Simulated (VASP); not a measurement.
# C (a cell with a defect) in VASP: further runs

C (a cell with a defect) is run at these levels: PBE, LDA; tasks: single point.

All numbers are computed with VASP 6.6.1; they aren't measurements. Logs are shortened: lines on timing, memory, paths and dates and some standing lists are left out, and cuts for length are marked.

## Step 1: The cell of the first run

The cell holds a defect, 33 atoms: a = 6.186 Å, b = 6.186 Å, c = 6.186 Å, α = 109.47°, β = 109.47°, γ = 109.47°.

## Step 2: Single point, PBE

INCAR reads:

```
SYSTEM = C
ALGO = Normal
EDIFF = 1E-6
ENCUT = 520
GGA = PE
GGA_COMPAT = .False.
ISIF = 2
ISMEAR = -1
LASPH = .True.
LCHARG = .False.
LREAL = Auto
LWAVE = .False.
NBANDS = 88
NELM = 120
PREC = Accurate
SIGMA = 0.01
```

KPOINTS reads:

```
Automatic mesh
0
Gamma
  1 1 1
  0.25 0.25 0.25
```

POSCAR reads:

```
C
1.0
   -3.5716218700      3.5716218700      3.5716218700
    3.5716218700     -3.5716218700      3.5716218700
    3.5716218700      3.5716218700     -3.5716218700
C
33
Direct
   -0.0158148040     -0.0135400672     -0.0234606302
   -0.0062790802      0.2520475383      0.7506015747
    0.0031335904      0.5035412665      0.5017908013
    0.0010092054      0.7553664968      0.2526642049
    0.2493594038     -0.0033305597      0.7501986765
    0.2504527446      0.2543084159      0.5609353602
    0.2463959042      0.5124135663      0.2348881070
    0.2501657601      0.7551489486     -0.0023454331
    0.5007279788      0.0065393261      0.5016902867
    0.5093701311      0.2484981704      0.2330173883
    0.5103978154      0.5130450722      0.0191117656
    0.5006648422      0.7547088124      0.7563477037
    0.7525940869      0.0037999543      0.2527712991
    0.7528555927      0.2529973869     -0.0024724062
    0.7514160507      0.5031098099      0.7559624446
    0.7469973298      0.7498815937      0.4971613918
   -0.0098339078     -0.0071265943      0.7382294644
   -0.0056485543      0.2523716207      0.5086670891
    0.0002853046      0.5029064009      0.2479328810
    0.0001801702      0.7523871781     -0.0007290805
    0.2493290254     -0.0021966211      0.5081815954
    0.2336332149      0.2345811036      0.1664732499
    0.2497585222      0.5099543194     -0.0036893603
    0.2506369746      0.7527350593      0.7515903412
    0.5001324510      0.0029451606      0.2475278829
    0.5078381940      0.2524152984     -0.0043747632
    0.5098540849      0.5128759613      0.7821334681
    0.4978536544      0.7498566751      0.4983451678
    0.7502548135      0.0032233255     -0.0003583806
    0.7499276512      0.2534940800      0.7515896413
    0.7461717945      0.5003385199      0.4978490346
    0.7530122443      0.7557705150      0.2574593654
    0.3384374225      0.3424322463      0.4196502470
```

Potentials or basis: VASP PAW PBE potentials, release 64 (C).

Run with:

```sh
$ cat potpaw_PBE.64/C/POTCAR > POTCAR
$ mpirun -np 1 vasp_std > vasp.out
```

OUTCAR:

```text
SYSTEM = C
   EDIFF = 1E-6
   ENCUT = 520
   GGA = PE
   ISIF = 2
   ISMEAR = -1
   LASPH = .True.
   LREAL = Auto
   NELM = 120
   PREC = Accurate

 ion  position               nearest neighbor table
   1  0.984  0.986  0.977-  22 1.46  17 1.50  20 1.53  29 1.53
   2  0.994  0.252  0.751-  18 1.50  30 1.51  23 1.57  17 1.57
   3  0.003  0.504  0.502-  24 1.54  18 1.55  19 1.56  31 1.58
   4  0.001  0.755  0.253-  21 1.54  32 1.55  19 1.55  20 1.56
   5  0.249  0.997  0.750-  21 1.50  24 1.51  26 1.57  17 1.57
   6  0.250  0.254  0.561-  33 1.34  18 1.50  21 1.51  27 1.54
   7  0.246  0.512  0.235-  23 1.48  19 1.53  28 1.56  22 1.59  33 1.87
   8  0.250  0.755  0.998-  23 1.51  24 1.52  25 1.54  20 1.54
   9  0.501  0.007  0.502-  30 1.54  21 1.55  25 1.56  28 1.58
  10  0.509  0.248  0.233-  26 1.47  25 1.53  31 1.56  22 1.58  33 1.89
  11  0.510  0.513  0.019-  27 1.46  32 1.49  23 1.56  26 1.56
  12  0.501  0.755  0.756-  29 1.53  24 1.53  27 1.57  28 1.58
  13  0.753  0.004  0.253-  18 1.54  32 1.55  25 1.55  29 1.56
  14  0.753  0.253  0.998-  26 1.51  30 1.52  19 1.54  29 1.54
  15  0.751  0.503  0.756-  20 1.53  30 1.53  27 1.57  31 1.58
  16  0.747  0.750  0.497-  17 1.50  32 1.51  31 1.54  28 1.54
[... 8 lines left out ...]
  25  0.500  0.003  0.248-  10 1.53   8 1.54  13 1.55   9 1.56
  26  0.508  0.252  0.996-  10 1.47  14 1.51  11 1.56   5 1.57
  27  0.510  0.513  0.782-  11 1.46   6 1.54  12 1.57  15 1.57  33 1.83
  28  0.498  0.750  0.498-  16 1.54   7 1.56   9 1.58  12 1.58
  29  0.750  0.003  1.000-  12 1.53   1 1.53  14 1.54  13 1.56
  30  0.750  0.253  0.752-   2 1.51  14 1.52  15 1.53   9 1.54
  31  0.746  0.500  0.498-  16 1.54  10 1.56   3 1.58  15 1.58
  32  0.753  0.756  0.257-  11 1.49  16 1.51  13 1.55   4 1.55
  33  0.338  0.342  0.420-  22 1.29   6 1.34  27 1.83   7 1.87  10 1.89

  LATTYP: Found a body centered cubic cell.
 ALAT       =     7.1432437400

  Lattice vectors:

 A1 = (  -3.5716218700,   3.5716218700,   3.5716218700)
 A2 = (   3.5716218700,  -3.5716218700,   3.5716218700)
 A3 = (   3.5716218700,   3.5716218700,  -3.5716218700)

Analysis of symmetry for initial positions (statically):
=====================================================================
 Subroutine PRICEL returns:
 Original cell was already a primitive cell.

 Routine SETGRP: Setting up the symmetry group for a
 body centered cubic supercell.

 Subroutine GETGRP returns: Found  1 space group operations
 (whereof  1 operations were pure point group operations)
 out of a pool of 48 trial point group operations.

The static configuration has the point symmetry C_1 .

Analysis of symmetry for dynamics (positions and initial velocities):
=====================================================================
 Subroutine PRICEL returns:
 Original cell was already a primitive cell.

 Routine SETGRP: Setting up the symmetry group for a
 body centered cubic supercell.

 Subroutine GETGRP returns: Found  1 space group operations
 (whereof  1 operations were pure point group operations)
 out of a pool of 48 trial point group operations.

The dynamic configuration has the point symmetry C_1 .

 Subroutine INISYM returns: Found  1 space group operations
 (whereof  1 operations are pure point group operations),
 and found     1 'primitive' translations

----------------------------------------------------------------------------------------

                                     Primitive cell

  volume of cell :     182.2453

  direct lattice vectors                    reciprocal lattice vectors
    -3.571621870  3.571621870  3.571621870     0.000000000  0.139992423  0.139992423
     3.571621870 -3.571621870  3.571621870     0.139992423  0.000000000  0.139992423
     3.571621870  3.571621870 -3.571621870     0.139992423  0.139992423  0.000000000

  length of vectors
     6.186230544  6.186230544  6.186230544     0.197979183  0.197979183  0.197979183

  position of ions in fractional coordinates (direct lattice)
     0.984185196  0.986459933  0.976539370
     0.993720920  0.252047538  0.750601575
     0.003133590  0.503541267  0.501790801
     0.001009205  0.755366497  0.252664205
     0.249359404  0.996669440  0.750198676
     0.250452745  0.254308416  0.560935360
[... 25 lines left out ...]
     0.753012244  0.755770515  0.257459365
     0.338437423  0.342432246  0.419650247

  ion indices of the primitive-cell ions
   primitive index   ion index
                 1           1
                 2           2
                 3           3
                 4           4
                 5           5
                 6           6
[... 25 lines left out ...]
                32          32
                33          33

----------------------------------------------------------------------------------------

 KPOINTS: Automatic mesh

Automatic generation of k-mesh.
 Grid dimensions read from file:
 generate k-points for:    1    1    1

 Generating k-lattice:

  Cartesian coordinates                     Fractional coordinates (reciprocal lattice)
     0.000000000  0.139992423  0.139992423     1.000000000  0.000000000  0.000000000
     0.139992423  0.000000000  0.139992423     0.000000000  1.000000000  0.000000000
     0.139992423  0.139992423  0.000000000     0.000000000  0.000000000  1.000000000

  Length of vectors
     0.197979183  0.197979183  0.197979183

  Shift w.r.t. Gamma in fractional coordinates (k-lattice)
     0.250000000  0.250000000  0.250000000

 Subroutine IBZKPT returns following result:
 ===========================================

 Found      1 irreducible k-points:

 Following reciprocal coordinates:
            Coordinates               Weight
  0.250000  0.250000  0.250000      2.000000
   k-points           NKPTS =      1   k-points in BZ     NKDIM =      1   number of bands    NBANDS=     88
   number of dos      NEDOS =    301   number of ions     NIONS =     33
   total plane-waves  NPLWV = 110592
   dimension x,y,z NGX =    48 NGY =   48 NGZ =   48
   dimension x,y,z NGXF=    96 NGYF=   96 NGZF=   96
   ions per type =              33
   NGX,Y,Z   is equivalent  to a cutoff of  12.90, 12.90, 12.90 a.u.
   NGXF,Y,Z  is equivalent  to a cutoff of  25.80, 25.80, 25.80 a.u.
 SYSTEM =  C
   PREC   = accura    normal or accurate (medium, high low for compatibility)
   ISTART =      0    job   : 0-new  1-cont  2-samecut
   ICHARG =      2    charge: 1-file 2-atom 10-const
   ISPIN  =      1    spin polarized calculation?
   LNONCOLLINEAR =      F non collinear calculations
   LSORBIT =      F    spin-orbit coupling
   LASPH  =      T    aspherical Exc in radial PAW
   ENCUT  =  520.0 eV  38.22 Ry    6.18 a.u.  11.50 11.50 11.50*2*pi/ulx,y,z
   NELM   =    120;   NELMIN=  2; NELMDL= -5     # of ELM steps
   EDIFF  = 0.1E-05   stopping-criterion for ELM
   LREAL  =      T    real-space projection
   EDIFFG = 0.1E-04   stopping-criterion for IOM
   NSW    =      0    number of steps for IOM
   IBRION =     -1    ionic relax: 0-MD 1-quasi-New 2-CG
   NFREE  =      0    steps in history (QN), initial steepest desc. (CG)
   ISIF   =      2    stress and relaxation
   ISYM   =      2    0-nonsym 1-usesym 2-fastsym
   POTIM  = 0.5000    time-step for ionic-motion
   TEBEG  =    0.0;   TEEND  =   0.0 temperature during run
   PSTRESS=    0.0 pullay stress
   NELECT =     132.0000    total number of electrons
   NUPDOWN=      -1.0000    fix difference up-down
   EMIN   =  10.00;   EMAX   =-10.00  energy-range for DOS
   EFERMI =   0.00;   METHOD = LEGACY
   ISMEAR =    -1;   SIGMA  =   0.01  broadening in eV -4-tet -1-fermi 0-gaus
   EFERMI_NEDOS =   21; number of points for ismear=-14 and -15
   IALGO  =     38    algorithm
   IMIX   =      4    mixing-type and parameters
     AMIX     =   0.40;   BMIX     =  1.00
     AMIX_MAG =   1.60;   BMIX_MAG =  1.00
  volume/ion in A,a.u.               =       5.52        37.27
  Fermi-wavevector in a.u.,A,eV,Ry     =   1.470214  2.778302 29.409406  2.161530
  Thomas-Fermi vector in A             =   2.585498
   LORBIT       =      0    0 simple, 1 ext, 2 COOP (PROOUT), +10 PAW based schemes
   GGA     = PE    functional components
   LHFCALC =     F    Hartree Fock is set to
   AEXX    =    0.0000 exact exchange contribution
   IVDW    =     0    specifies the selected vdW correction
   LEPSILON=     F    determine dielectric tensor
   LRPA    =     F    only Hartree local field effects (RPA)
 non-spin polarized calculation
  energy-cutoff  :      520.00
  volume of cell :      182.25
 maximum number of plane-waves:      4904
 NGX is ok and might be reduce to    48
   NGX = 23   NGY = 23   NGZ = 23

 number of electron     132.0000003 magnetization

 Free energy of the ion-electron system (eV)
  ---------------------------------------------------
  ext. energy  EPLUGINS =         0.00000000
  ---------------------------------------------------
  free energy    TOTEN  =      -285.14483890 eV

  energy without entropy =     -285.14483890  energy(sigma->0) =     -285.14483890

 E-fermi :  12.2312     XC(G=0): -13.3811

 val. band max:       11.8998003200   @ k =   0.2500   0.2500   0.2500
 cond. band min:      12.5385791693   @ k =   0.2500   0.2500   0.2500
 fundamental gap:      0.6387788493
 Fermi energy:        12.2311500310

 k-point     1 :       0.2500    0.2500    0.2500
  band No.  band energies     occupation
      1     -10.5611      2.00000
      2     -10.1355      2.00000
      3      -9.9248      2.00000
      4      -9.8980      2.00000
      5      -6.7265      2.00000
      6      -6.4420      2.00000
[... 70 lines left out ...]
     77      16.9057      0.00000
     78      17.0696      0.00000
 [bands above 78 left out]

------------------------ aborting loop because EDIFF is reached ----------------------------------------

  FORCE on cell =-STRESS in cart. coord.  units (eV):
  Direction    XX          YY          ZZ          XY          YZ          ZX
  --------------------------------------------------------------------------------------
  -------------------------------------------------------------------------------------
  Total       32.6354919     31.1978816     24.5017079     19.5339065    -10.4110765    -10.9128161
  in kB      286.9091065    274.2706121    215.4023956    171.7288557    -91.5271222    -95.9380761
  external PRESSURE =     258.8607047 kB  Pullay stress =       0.0000000 kB

 VOLUME and BASIS-vectors are now :
 -----------------------------------------------------------------------------
  energy-cutoff  :      520.00
  volume of cell :      182.25
      direct lattice vectors                 reciprocal lattice vectors
    -3.571621870  3.571621870  3.571621870     0.000000000  0.139992423  0.139992423
     3.571621870 -3.571621870  3.571621870     0.139992423  0.000000000  0.139992423
     3.571621870  3.571621870 -3.571621870     0.139992423  0.139992423  0.000000000

 POSITION                                       TOTAL-FORCE (eV/Angst)
 -----------------------------------------------------------------------------------
      3.49595      3.47970      3.55057         0.000238      0.000159     -0.016734
      0.03189      5.32984      1.76855         0.004066      0.014993     -0.004641
      3.57947      0.00494      0.01744        -0.000758     -0.003105      0.002765
      3.59670     -1.79186      1.79907         0.003373     -0.006148      0.008049
      5.34853      0.01032      1.77092         0.014623      0.004481     -0.009583
      2.01722      1.98968     -0.20063         0.015162      0.015381     -0.042001
[... 25 lines left out ...]
      0.92940      0.90970      4.46925         0.007839      0.007393      0.014237
      1.51310      1.48456      0.93298         0.033657     -0.008318      0.042538
 -----------------------------------------------------------------------------------
    total drift:                                0.069712     -0.063679      0.067843

  FREE ENERGIE OF THE ION-ELECTRON SYSTEM (eV)
  ---------------------------------------------------
  free  energy   TOTEN  =      -285.1448389022 eV

  energy  without entropy=     -285.1448389022  energy(sigma->0) =     -285.14483890
```

Run time: 27 s. Hardware: 1 thread of Intel Xeon 6975P-C (Granite Rapids), shared host; peak memory 0.29 GiB.

What came out:

```yaml
Free_energy: -285.1448 eV
Pressure: 25.9 GPa
Largest_force: 0.055 eV/Å
Band_gap_on_the_k_mesh: 0.64 eV
```

Forces in eV/Å, atoms in the order of the input:
```
C    0.000  0.000 -0.017
C    0.004  0.015 -0.005
C   -0.001 -0.003  0.003
C    0.003 -0.006  0.008
C    0.015  0.004 -0.010
C    0.015  0.015 -0.042
C    0.021  0.018 -0.009
C    0.014 -0.005  0.004
C    0.000 -0.010  0.005
C    0.008  0.020 -0.005
C    0.007  0.007 -0.031
C   -0.009  0.003 -0.002
C   -0.002  0.000  0.009
C   -0.004  0.011  0.008
C    0.003 -0.011 -0.008
C   -0.003 -0.009 -0.016
C   -0.003 -0.002  0.020
C   -0.007 -0.014  0.005
C    0.002  0.001 -0.001
C    0.006  0.004  0.003
C   -0.022 -0.003  0.002
C   -0.045 -0.005  0.011
C   -0.029 -0.001  0.000
C   -0.005  0.003  0.001
C    0.003  0.002 -0.006
C   -0.006 -0.020  0.009
C   -0.016 -0.011  0.028
C    0.000  0.001 -0.013
C    0.007  0.007  0.003
C    0.003 -0.007  0.000
C   -0.001 -0.003 -0.010
C    0.008  0.007  0.014
C    0.034 -0.008  0.043
```

Stress tensor (GPa, compression positive):
```
28.69 17.17 -9.59
17.17 27.43 -9.15
-9.59 -9.15 21.54
```

Levels at points of the mesh, in eV from the valence-band top:
| k point | band 63 | band 64 | band 65 | band 66 | band 67 | band 68 | band 69 | band 70 |
| --- | --- | --- | --- | --- | --- | --- | --- | --- |
| (0.25, 0.25, 0.25) | -3.70 | -3.57 | -2.95 | 0.00 | 0.64 | 3.29 | 3.67 | 3.75 |

Caveat: the k points lie up to 1.24 Å⁻¹ apart.

[end of part 1 of 2]
